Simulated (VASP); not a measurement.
## AlN: single point with LDA

The system is AlN.

```
Al N
1.0
     0.00000    2.15657    2.15657
     2.15657    0.00000    2.15657
     2.15657    2.15657    0.00000
Al N
1 1
Direct
  0.00000 0.00000 0.00000
  0.75000 0.75000 0.75000
```

This cell differs from its parent crystal: volume scaled by 0.98.

* Program: VASP 6.6.1
* Task: single point
* Functional: LDA
* Potentials or basis: VASP PAW LDA potentials, release 64 (Al, N)
* Cutoff: 520 eV
* k mesh: 10 × 10 × 10
* Occupations: gaussian, width 0.01 eV
* Spin: no spin polarisation
* Dipole correction: no
* Further INCAR settings: ALGO = Normal; EDIFF = 1e-06; NBANDS = 11

The pressure is 5.1 GPa and the band gap on the k mesh is 3.24 eV, indirect (least direct gap 4.58 eV).

Levels at points of the mesh, in eV from the valence-band top:
```csv
k point,band 1,band 2,band 3,band 4,band 5,band 6,band 7,band 8
"(0.00, 0.00, 0.00)",-15.05,0.00,0.00,0.00,4.58,12.71,12.71,12.71
"(0.50, 0.00, 0.00)",-12.81,-6.07,-0.49,-0.49,7.61,10.03,11.20,11.20
"(0.50, 0.50, 0.00)",-12.11,-5.07,-1.83,-1.83,3.24,8.64,14.27,15.96
```

Wall time 3 s on 1 thread of Intel(R) Xeon(R) 6975P-C (Granite Rapids), with other jobs on the host, peak memory 0.12 GiB.

 A k mesh can miss the band edges.
